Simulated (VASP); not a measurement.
Input of a VASP 6.6.1 run:

File INCAR:

```
PREC = Accurate ; ENCUT = 520
EDIFF = 1E-6 ; ISMEAR = -1
SIGMA = 0.1 ; LREAL = False
LASPH = True ; NELM = 60
ALGO = Normal ; ISIF = 2
LWAVE = False ; LCHARG = False
GGA = PE ; NBANDS = 32
```

Contents of KPOINTS:

```
Automatic mesh
0
Gamma
  13 13 4
```

POSCAR

```
Zr
1.0
    3.1318073572      0.0000000000      0.0000000000
   -1.5659036786      2.7122247311      0.0000000000
    0.0000000000      0.0000000000     10.1479501278
Zr
4
Direct
    0.0000000000      1.0000000000      0.0000000000
    0.0000000000      1.0000000000      0.5000000000
    0.3333333333      0.6666666667      0.2500000000
    0.6666666667      0.3333333333      0.7500000000
```

Potentials or basis: VASP PAW PBE potentials, release 64 (Zr_sv).

The run is started by

```bash
$ cat potpaw_PBE.64/Zr_sv/POTCAR > POTCAR
$ mpirun -np 1 vasp_std > vasp.out
```

(1) Predict the pressure.

(2) What does it give for the band gap on the k mesh?

## Answers

(1) 8.7 GPa.

(2) zero (bands 24 and 25 overlap by 1.36 eV).

Caveat: the cell stands under pressure.
